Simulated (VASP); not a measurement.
# BaO (Fm-3m) in VASP: notebook

The runs below take BaO through single point, with PBE, r2SCAN.

All numbers are computed with VASP 6.6.1; they aren't measurements. Logs are shortened: lines on timing, memory, paths and dates and some standing lists are left out, and cuts for length are marked.

**1. The cell of the first run**

Symmetry: Fm-3m, No. 225, cubic system. Conventional cell: a = 5.574 Å, b = 5.574 Å, c = 5.574 Å, α = 90.00°, β = 90.00°, γ = 90.00°. Within 3.7 Å of Ba (site symmetry m-3m) lie 6 O at 2.79 Å. Within 3.7 Å of O (site symmetry m-3m) lie 6 Ba at 2.79 Å.

**2. Single point, PBE (21.64 Å³/atom)**

INCAR reads:

```
SYSTEM = BaO
  PREC = Accurate
  ENCUT = 1340
  EDIFF = 1E-6
  ISMEAR = 0
  SIGMA = 0.05
  LREAL = .False.
  LASPH = .True.
  NELM = 120
  ALGO = Normal
  ISIF = 2
  LWAVE = .False.
  LCHARG = .True.
  GGA = PE
  LELF = .True.
  LVHAR = .True.
  NBANDS = 15
  GGA_COMPAT = .False.
```

KPOINTS reads:

```
regular mesh
0
Gamma
  6 6 6
  0 0 0
```

POSCAR reads:

```
BaO
1.0
    0.0000000000      2.7867887712      2.7867887712
    2.7867887712      0.0000000000      2.7867887712
    2.7867887712      2.7867887712      0.0000000000
Ba O
1 1
Direct
    0.5000000000      0.5000000000      0.5000000000
    0.0000000000      0.0000000000      0.0000000000
```

Potentials or basis: VASP PAW PBE potentials, release 64 (Ba_sv, O_h).

Command:

```bash
$ cat potpaw_PBE.64/Ba_sv/POTCAR potpaw_PBE.64/O_h/POTCAR > POTCAR
$ mpirun -np 1 vasp_std > vasp.out
```

OUTCAR:

```text
SYSTEM = BaO
   PREC = Accurate
   ENCUT = 1340
   EDIFF = 1E-6
   ISMEAR = 0
   LREAL = .False.
   LASPH = .True.
   NELM = 120
   ISIF = 2
   GGA = PE

 ion  position               nearest neighbor table
   1  0.500  0.500  0.500-   2 2.79   2 2.79   2 2.79   2 2.79   2 2.79   2 2.79
   2  0.000  0.000  0.000-   1 2.79   1 2.79   1 2.79   1 2.79   1 2.79   1 2.79

  LATTYP: Found a face centered cubic cell.
 ALAT       =     5.5735775424

  Lattice vectors:

 A1 = (   0.0000000000,   2.7867887712,   2.7867887712)
 A2 = (   2.7867887712,   0.0000000000,   2.7867887712)
 A3 = (   2.7867887712,   2.7867887712,   0.0000000000)

Analysis of symmetry for initial positions (statically):
=====================================================================
 Subroutine PRICEL returns:
 Original cell was already a primitive cell.

 Routine SETGRP: Setting up the symmetry group for a
 face centered cubic supercell.

 Subroutine GETGRP returns: Found 48 space group operations
 (whereof 48 operations were pure point group operations)
 out of a pool of 48 trial point group operations.

The static configuration has the point symmetry O_h .

Analysis of symmetry for dynamics (positions and initial velocities):
=====================================================================
 Subroutine PRICEL returns:
 Original cell was already a primitive cell.

 Routine SETGRP: Setting up the symmetry group for a
 face centered cubic supercell.

 Subroutine GETGRP returns: Found 48 space group operations
 (whereof 48 operations were pure point group operations)
 out of a pool of 48 trial point group operations.

The dynamic configuration has the point symmetry O_h .

 Subroutine INISYM returns: Found 48 space group operations
 (whereof 48 operations are pure point group operations),
 and found     1 'primitive' translations

----------------------------------------------------------------------------------------

                                     Primitive cell

  volume of cell :      43.2855

  direct lattice vectors                    reciprocal lattice vectors
     0.000000000  2.786788771  2.786788771    -0.179417976  0.179417976  0.179417976
     2.786788771  0.000000000  2.786788771     0.179417976 -0.179417976  0.179417976
     2.786788771  2.786788771  0.000000000     0.179417976  0.179417976 -0.179417976

  length of vectors
     3.941114476  3.941114476  3.941114476     0.310761050  0.310761050  0.310761050

  position of ions in fractional coordinates (direct lattice)
     0.500000000  0.500000000  0.500000000
     0.000000000  0.000000000  0.000000000

  ion indices of the primitive-cell ions
   primitive index   ion index
                 1           1
                 2           2

----------------------------------------------------------------------------------------

 KPOINTS: regular mesh

Automatic generation of k-mesh.
 Grid dimensions read from file:
 generate k-points for:    6    6    6

 Generating k-lattice:

  Cartesian coordinates                     Fractional coordinates (reciprocal lattice)
    -0.029902996  0.029902996  0.029902996     0.166666667  0.000000000  0.000000000
     0.029902996 -0.029902996  0.029902996     0.000000000  0.166666667  0.000000000
     0.029902996  0.029902996 -0.029902996     0.000000000  0.000000000  0.166666667

  Length of vectors
     0.051793508  0.051793508  0.051793508

  Shift w.r.t. Gamma in fractional coordinates (k-lattice)
     0.000000000  0.000000000  0.000000000

 Subroutine IBZKPT returns following result:
 ===========================================

 Found     16 irreducible k-points:

 Following reciprocal coordinates:
            Coordinates               Weight
  0.000000  0.000000  0.000000      1.000000
  0.166667  0.000000  0.000000      8.000000
  0.333333  0.000000  0.000000      8.000000
  0.500000  0.000000  0.000000      4.000000
  0.166667  0.166667  0.000000      6.000000
  0.333333  0.166667  0.000000     24.000000
[... 8 lines left out ...]
 -0.333333  0.333333  0.166667     24.000000
 -0.333333  0.500000  0.166667     12.000000
   k-points           NKPTS =     16   k-points in BZ     NKDIM =     16   number of bands    NBANDS=     15
   number of dos      NEDOS =    301   number of ions     NIONS =      2
   total plane-waves  NPLWV = 110592
   dimension x,y,z NGX =    48 NGY =   48 NGZ =   48
   dimension x,y,z NGXF=    96 NGYF=   96 NGZF=   96
   ions per type =               1   1
   NGX,Y,Z   is equivalent  to a cutoff of  20.25, 20.25, 20.25 a.u.
   NGXF,Y,Z  is equivalent  to a cutoff of  40.50, 40.50, 40.50 a.u.
 SYSTEM =  BaO
   PREC   = accura    normal or accurate (medium, high low for compatibility)
   ISTART =      0    job   : 0-new  1-cont  2-samecut
   ICHARG =      2    charge: 1-file 2-atom 10-const
   ISPIN  =      1    spin polarized calculation?
   LNONCOLLINEAR =      F non collinear calculations
   LSORBIT =      F    spin-orbit coupling
   LASPH  =      T    aspherical Exc in radial PAW
   ENCUT  = 1340.0 eV  98.49 Ry    9.92 a.u.  11.76 11.76 11.76*2*pi/ulx,y,z
   NELM   =    120;   NELMIN=  2; NELMDL= -5     # of ELM steps
   EDIFF  = 0.1E-05   stopping-criterion for ELM
   LREAL  =      F    real-space projection
   EDIFFG = 0.1E-04   stopping-criterion for IOM
   NSW    =      0    number of steps for IOM
   IBRION =     -1    ionic relax: 0-MD 1-quasi-New 2-CG
   NFREE  =      0    steps in history (QN), initial steepest desc. (CG)
   ISIF   =      2    stress and relaxation
   ISYM   =      2    0-nonsym 1-usesym 2-fastsym
   POTIM  = 0.5000    time-step for ionic-motion
   TEBEG  =    0.0;   TEEND  =   0.0 temperature during run
   PSTRESS=    0.0 pullay stress
   NELECT =      16.0000    total number of electrons
   NUPDOWN=      -1.0000    fix difference up-down
   EMIN   =  10.00;   EMAX   =-10.00  energy-range for DOS
   EFERMI =   0.00;   METHOD = LEGACY
   ISMEAR =     0;   SIGMA  =   0.05  broadening in eV -4-tet -1-fermi 0-gaus
   EFERMI_NEDOS =   21; number of points for ismear=-14 and -15
   IALGO  =     38    algorithm
   IMIX   =      4    mixing-type and parameters
     AMIX     =   0.40;   BMIX     =  1.00
     AMIX_MAG =   1.60;   BMIX_MAG =  1.00
  volume/ion in A,a.u.               =      21.64       146.05
  Fermi-wavevector in a.u.,A,eV,Ry     =   1.174900  2.220238 18.781335  1.380389
  Thomas-Fermi vector in A             =   2.311289
   LORBIT       =      0    0 simple, 1 ext, 2 COOP (PROOUT), +10 PAW based schemes
   GGA     = PE    functional components
   LHFCALC =     F    Hartree Fock is set to
   AEXX    =    0.0000 exact exchange contribution
   IVDW    =     0    specifies the selected vdW correction
   LEPSILON=     F    determine dielectric tensor
   LRPA    =     F    only Hartree local field effects (RPA)
 non-spin polarized calculation
 Gauss-broadening in eV      SIGMA  =   0.05
  energy-cutoff  :     1340.00
  volume of cell :       43.29
 maximum number of plane-waves:      4909
   NGX = 23   NGY = 23   NGZ = 23

 number of electron      15.9999999 magnetization

 Free energy of the ion-electron system (eV)
  ---------------------------------------------------
  ext. energy  EPLUGINS =         0.00000000
  ---------------------------------------------------
  free energy    TOTEN  =       -11.81177019 eV

  energy without entropy =      -11.81177019  energy(sigma->0) =      -11.81177019

 E-fermi :   2.2460     XC(G=0):  -9.5351

 val. band max:        1.9248210291   @ k =   0.5000   0.5000   0.0000
 cond. band min:       3.9627168447   @ k =   0.5000   0.5000   0.0000
 fundamental gap:      2.0378958156
 Fermi energy:         2.2459648395

 k-point     1 :       0.0000    0.0000    0.0000
  band No.  band energies     occupation
      1     -23.9861      2.00000
      2     -13.0338      2.00000
      3      -8.5364      2.00000
      4      -8.5364      2.00000
      5      -8.5364      2.00000
      6       1.6306      2.00000
      7       1.6306      2.00000
      8       1.6306      2.00000
      9       5.3963      0.00000
     10       6.6185      0.00000
     11       6.6185      0.00000
     12       6.6185      0.00000
     13       8.8378      0.00000
     14       8.8378      0.00000
     15      11.8873      0.00000

 k-point     2 :       0.1667    0.0000    0.0000
  band No.  band energies     occupation
      1     -23.9289      2.00000
      2     -13.2036      2.00000
      3      -8.5952      2.00000
      4      -8.5663      2.00000
      5      -8.5663      2.00000
      6       1.0985      2.00000
      7       1.3098      2.00000
      8       1.3098      2.00000
      9       6.3054      0.00000
     10       6.6179      0.00000
     11       7.1128      0.00000
     12       7.1128      0.00000
     13       9.4970      0.00000
     14       9.4970      0.00000
     15      13.4493      0.00000

 k-point     3 :       0.3333    0.0000    0.0000
  band No.  band energies     occupation
      1     -23.8105      2.00000
      2     -13.5444      2.00000
      3      -8.7004      2.00000
      4      -8.6243      2.00000
      5      -8.6243      2.00000
      6       0.3237      2.00000
      7       0.7681      2.00000
      8       0.7681      2.00000
      9       6.5479      0.00000
     10       8.2972      0.00000
     11       8.2972      0.00000
     12       8.7288      0.00000
     13      10.9798      0.00000
     14      10.9798      0.00000
     15      15.6076      0.00000

 k-point     4 :       0.5000    0.0000    0.0000
  band No.  band energies     occupation
      1     -23.7492      2.00000
      2     -13.7153      2.00000
      3      -8.7476      2.00000
      4      -8.6523      2.00000
      5      -8.6523      2.00000
      6       0.0033      2.00000
      7       0.5322      2.00000
      8       0.5322      2.00000
      9       6.8331      0.00000
     10       9.0251      0.00000
     11       9.0251      0.00000
     12      10.0091      0.00000
     13      12.2801      0.00000
     14      12.2801      0.00000
     15      15.2904      0.00000
[... 163 lines left out ...]
 k-point    14 :       0.5000    0.3333    0.1667
  band No.  band energies     occupation
      1     -23.7375      2.00000
      2     -13.4507      2.00000
      3      -9.1677      2.00000
      4      -9.1371      2.00000
      5      -8.6761      2.00000
      6       0.7446      2.00000
      7       0.9594      2.00000
      8       1.6125      2.00000
      9       5.5983      0.00000
     10       7.9543      0.00000
     11       8.9947      0.00000
     12       9.7264      0.00000
     13      11.0757      0.00000
     14      12.8086      0.00000
     15      14.6639      0.00000

 k-point    15 :      -0.3333    0.3333    0.1667
  band No.  band energies     occupation
      1     -23.6985      2.00000
      2     -13.4685      2.00000
      3      -9.3356      2.00000
      4      -9.3293      2.00000
      5      -8.6264      2.00000
      6       0.5739      2.00000
      7       1.3894      2.00000
      8       1.4156      2.00000
      9       6.6658      0.00000
     10       6.9104      0.00000
     11       9.1808      0.00000
     12      10.3864      0.00000
     13      11.7082      0.00000
     14      13.6238      0.00000
     15      14.2808      0.00000

 k-point    16 :      -0.3333    0.5000    0.1667
  band No.  band energies     occupation
      1     -23.6825      2.00000
      2     -13.3295      2.00000
      3      -9.7403      2.00000
      4      -9.3181      2.00000
      5      -8.7280      2.00000
      6       0.9300      2.00000
      7       1.7079      2.00000
      8       1.8136      2.00000
      9       5.2308      0.00000
     10       8.0820      0.00000
     11       8.5090      0.00000
     12      11.3358      0.00000
     13      11.5541      0.00000
     14      13.8423      0.00000
     15      14.1077      0.00000

------------------------ aborting loop because EDIFF is reached ----------------------------------------

  FORCE on cell =-STRESS in cart. coord.  units (eV):
  Direction    XX          YY          ZZ          XY          YZ          ZX
  --------------------------------------------------------------------------------------
  -------------------------------------------------------------------------------------
  Total        0.4053829      0.4053829      0.4053829      0.0000000     -0.0000000      0.0000000
  in kB       15.0049257     15.0049257     15.0049257      0.0000000     -0.0000000      0.0000000
  external PRESSURE =      15.0049257 kB  Pullay stress =       0.0000000 kB

 VOLUME and BASIS-vectors are now :
 -----------------------------------------------------------------------------
  energy-cutoff  :     1340.00
  volume of cell :       43.29
      direct lattice vectors                 reciprocal lattice vectors
     0.000000000  2.786788771  2.786788771    -0.179417976  0.179417976  0.179417976
     2.786788771  0.000000000  2.786788771     0.179417976 -0.179417976  0.179417976
     2.786788771  2.786788771  0.000000000     0.179417976  0.179417976 -0.179417976

 POSITION                                       TOTAL-FORCE (eV/Angst)
 -----------------------------------------------------------------------------------
      2.78679      2.78679      2.78679        -0.000000     -0.000000      0.000000
      0.00000      0.00000      0.00000         0.000000      0.000000     -0.000000
 -----------------------------------------------------------------------------------
    total drift:                                0.000000     -0.000000     -0.000000

  FREE ENERGIE OF THE ION-ELECTRON SYSTEM (eV)
  ---------------------------------------------------
  free  energy   TOTEN  =       -11.8117701857 eV

  energy  without entropy=      -11.8117701857  energy(sigma->0) =      -11.81177019
```

It took 44 s on 1 thread of AMD EPYC 7R13 (Zen 3), shared host; peak memory 0.3 GiB.

Results:

* Free energy: -11.8118 eV
* Pressure: 1.5 GPa
* Band gap on the k mesh: 2.04 eV

Levels at points of the mesh, in eV from the valence-band top:
```tsv
k point	band 5	band 6	band 7	band 8	band 9	band 10	band 11	band 12
(0.00, 0.00, 0.00)	-10.46	-0.29	-0.29	-0.29	3.47	4.69	4.69	4.69
(0.50, 0.00, 0.00)	-10.58	-1.92	-1.39	-1.39	4.91	7.10	7.10	8.08
(0.50, 0.50, 0.00)	-11.01	-0.13	-0.13	0.00	2.04	5.90	8.81	9.28
```

Caveat: spin-orbit coupling is left out, which moves the levels of the heavy elements. A k mesh can miss the band edges.

**3. Single point, r2SCAN (22.15 Å³/atom)**

This run uses another cell than the first one, of 22.15 Å³/atom.

POSCAR reads:

```
BaO
1.0
    0.0000000000      2.8084724894      2.8084724894
    2.8084724894      0.0000000000      2.8084724894
    2.8084724894      2.8084724894      0.0000000000
Ba O
1 1
Direct
    0.5000000000      0.5000000000      0.5000000000
    0.0000000000      0.0000000000      0.0000000000
```

INCAR.step1 reads:

```
SYSTEM = BaO
ALGO = Normal ; EDIFF = 1E-5
ENCUT = 1480 ; GGA = PE
GGA_COMPAT = .False. ; ISMEAR = 0
LASPH = .True. ; LCHARG = .False.
LREAL = .False. ; LWAVE = .True.
NBANDS = 15 ; NELM = 120
PREC = Accurate ; SIGMA = 0.05
```

INCAR.step2 reads:

```
SYSTEM = BaO
ALGO = Normal ; EDIFF = 1E-6
ENCUT = 1480 ; GGA_COMPAT = .False.
ISIF = 2 ; ISMEAR = 0
ISTART = 1 ; LASPH = .True.
LCHARG = .False. ; LMIXTAU = .True.
LREAL = .False. ; LWAVE = .False.
METAGGA = R2SCAN ; NBANDS = 15
NELM = 120 ; PREC = Accurate
SIGMA = 0.05
```

KPOINTS reads:

```
k-points
0
Gamma
  8 8 8
  0 0 0
```

Potentials or basis: VASP PAW PBE potentials, release 64 (Ba_sv, O_h).

Command:

```bash
$ cat potpaw_PBE.64/Ba_sv/POTCAR potpaw_PBE.64/O_h/POTCAR > POTCAR
$ cp INCAR.step1 INCAR
$ mpirun -np 1 vasp_std > vasp.out
$ cp INCAR.step2 INCAR
$ mpirun -np 1 vasp_std > vasp.out
```

Run time: 5.1 min. Hardware: 1 thread of Intel Xeon Platinum 8259CL at 2.50GHz (Skylake/Cascade Lake), shared host; peak memory 0.46 GiB.

It converged, with:

```
Free energy            : -37.8357 eV
Pressure               : -1.3 GPa
Band gap on the k mesh : 2.44 eV
```

Levels at points of the mesh, in eV from the valence-band top:
| k point | band 5 | band 6 | band 7 | band 8 | band 9 | band 10 | band 11 | band 12 |
| --- | --- | --- | --- | --- | --- | --- | --- | --- |
| (0.00, 0.00, 0.00) | -10.84 | -0.26 | -0.26 | -0.26 | 3.94 | 5.14 | 5.14 | 5.14 |
| (0.50, 0.00, 0.00) | -10.95 | -1.81 | -1.31 | -1.31 | 5.27 | 7.54 | 7.54 | 8.46 |
| (0.50, 0.50, 0.00) | -11.35 | -0.11 | -0.11 | 0.00 | 2.44 | 6.41 | 9.36 | 9.70 |

Caveat: the PAW data sets were made with another functional, which shifts forces and pressure a little; spin-orbit coupling is left out, which moves the levels of the heavy elements. A k mesh can miss the band edges.

(Part 1 of 2 ends here.)
